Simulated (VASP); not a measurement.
**W: single point with PBE**

The system is W.

```xyz
1
Lattice="-1.6062 1.6062 1.6062 1.6062 -1.6062 1.6062 1.6062 1.6062 -1.6062" Properties=species:S:1:pos:R:3 pbc="T T T"
W     0.0000    0.0000    0.0000
```

| Item | Value |
| --- | --- |
| Program | VASP 6.6.1 |
| Task | single point |
| Functional | PBE |
| Potentials or basis | VASP PAW PBE potentials, release 64 (W_sv) |
| Cutoff | 520 eV |
| k mesh | 8 × 8 × 8 |
| Occupations | gaussian, width 0.05 eV |
| Spin | no spin polarisation |

```json
{
 "Pressure": "-7.1 GPa",
 "Band gap on the k mesh": "zero (bands 7 and 8 overlap by 6.01 eV)"
}
```

Levels at points of the mesh, in eV from the Fermi level:
```
           k point  band 5  band 6  band 7  band 8  band 9  band 10
(0.00, 0.00, 0.00)   -9.14   -0.91   -0.91   -0.91    2.41     2.41
(0.50, 0.00, 0.00)   -5.74   -3.11    0.78    2.27    3.20     6.01
(0.50, 0.50, 0.50)   -5.24   -5.24    5.10    5.10    5.10     8.15
```

Wall time 7 s on 1 thread of Intel Xeon 8259CL (shared host), peak memory 0.14 GiB.

Caveat: the cell stands under tension; spin-orbit coupling is left out, which moves the levels of the heavy elements.
